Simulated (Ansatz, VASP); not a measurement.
**Mo2Ru3: VASP beside Ansatz**

```
CELL_PARAMETERS angstrom
2.76056 0.00000 0.00000
-1.38028 2.39071 0.00000
0.00000 0.00000 22.07388
ATOMIC_POSITIONS crystal
Mo 0.33333 0.66667 0.19714
Mo 0.33333 0.66667 0.39907
Mo 0.33333 0.66667 0.60093
Mo 0.33333 0.66667 0.80286
Ru 0.33333 0.66667 0.00000
Ru 0.66667 0.33333 0.09690
Ru 0.66667 0.33333 0.29842
Ru 0.66667 0.33333 0.50000
Ru 0.66667 0.33333 0.70158
Ru 0.66667 0.33333 0.90310
```

Alike in both runs: functional PBE; k mesh 18 × 18 × 2; occupations gaussian, width 0.1 eV; no spin polarisation.

Ansatz relaxed the structure, and its values are those at the end. VASP's run is a single point on that final structure, the one shown.

```csv
,VASP,Ansatz
version,VASP 6.6.1,Ansatz 0.2.0
potentials or method,"VASP PAW PBE potentials, release 64 (Mo_sv, Ru_pv), cutoff 520 eV","scalar-relativistic, plane waves, PAW"
valence electrons in the cell,140,152
```

Ansatz gave:

* gap on the k mesh at the Fermi level (eV): none
* pressure (GPa): 0.0
* rms of the force components (eV/Å): 0.000

Task: Estimate VASP's values.

Result: gap on the k mesh at the Fermi level (eV): none; pressure (GPa): 0.2; rms of the force components (eV/Å): 0.003.

A gap of «none» marks a metal or a gap that the smearing closes. With one functional, cell and mesh, what is left measures potentials, basis and numerics. VASP's potentials hold 140 valence electrons a cell and Ansatz's 152, so a difference there can come from the potentials and not from the codes.
